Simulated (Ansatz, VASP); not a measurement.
# Sb in VASP and in Ansatz

```
CELL_PARAMETERS angstrom
0.00000 3.49403 3.49403
3.49403 0.00000 3.49403
3.49403 3.49403 0.00000
ATOMIC_POSITIONS crystal
Sb 0.87500 0.87500 0.87500
Sb 0.12500 0.12500 0.12500
```

Alike in both runs: functional PBE; k mesh 10 × 10 × 10; occupations fermi-dirac, width 0.08 eV; no spin polarisation.

Ansatz relaxed the structure, and its values are those at the end. VASP's run is a single point on that final structure, the one shown.

|  | VASP | Ansatz |
| --- | --- | --- |
| version | VASP 6.6.1 | Ansatz 0.2.0 |
| potentials or method | VASP PAW PBE potentials, release 64 (Sb) | PAW with Ansatz's default frozen-core files, scalar-relativistic |
| plane-wave cutoff (eV) | 500 | 420 |
| valence electrons in the cell | 10 | 30 |

|  | VASP | Ansatz | Ansatz less VASP |
| --- | --- | --- | --- |
| pressure (GPa) | 0.0 | 0.0 | -0.01 |

VASP's potentials hold 10 valence electrons a cell and Ansatz's 30, so a difference there can come from the potentials and not from the codes.

Neither program's run includes spin-orbit coupling.
